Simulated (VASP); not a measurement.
Set up this calculation in VASP 6.6.1, as the native input.

| Property | Result |
| --- | --- |
| Task | single point |
| Functional | PBEsol |
| Potentials or basis | VASP PAW PBE potentials, release 64 (Ti_sv, Al) |
| Cutoff | 520 eV |
| k mesh | 9 × 6 × 6 |
| Occupations | gaussian, width 0.05 eV |
| Spin | no spin polarisation |
| Dipole correction | no |
| Further INCAR settings | ALGO = Fast; EDIFF = 1e-07; NBANDS = 18 |

The structure of TiAl3 lies in POSCAR:

```
TiAl3
1.0
    2.8396770000      0.0000000000      0.0000000000
    0.0000000000      4.6812640000      0.0000000000
    0.0000000000      0.0000000000      4.9007420000
Ti Al
1 3
Direct
    0.0000000000      0.5000000000      0.1659160000
    0.0000000000      0.0000000000      0.8359000000
    0.5000000000      0.0000000000      0.3309120000
    0.5000000000      0.5000000000      0.6672710000
```

One way to write it, as run:

INCAR

```
ALGO = Fast
EDIFF = 1E-7
ENCUT = 520
GGA = PS
ISIF = 2
ISMEAR = 0
LASPH = T
LCHARG = F
LREAL = F
LWAVE = F
NBANDS = 18
NELM = 60
PREC = Accurate
SIGMA = 0.05
```

KPOINTS

```
k-points
0
Gamma
  9 6 6
```

Potentials or basis: VASP PAW PBE potentials, release 64 (Ti_sv, Al).

Run with:

```console
$ cat potpaw_PBE.64/Ti_sv/POTCAR potpaw_PBE.64/Al/POTCAR > POTCAR
$ mpirun -np 1 vasp_std > vasp.out
```

It gave:

The pressure is -2.4 GPa. The largest force is 0.056 eV/Å.

Caveat: the PAW data sets were made with another functional, which shifts forces and pressure a little.

Run time: 4.3 min on 1 thread of Intel Xeon 8259CL, with other jobs on the host, peak memory 0.23 GiB.
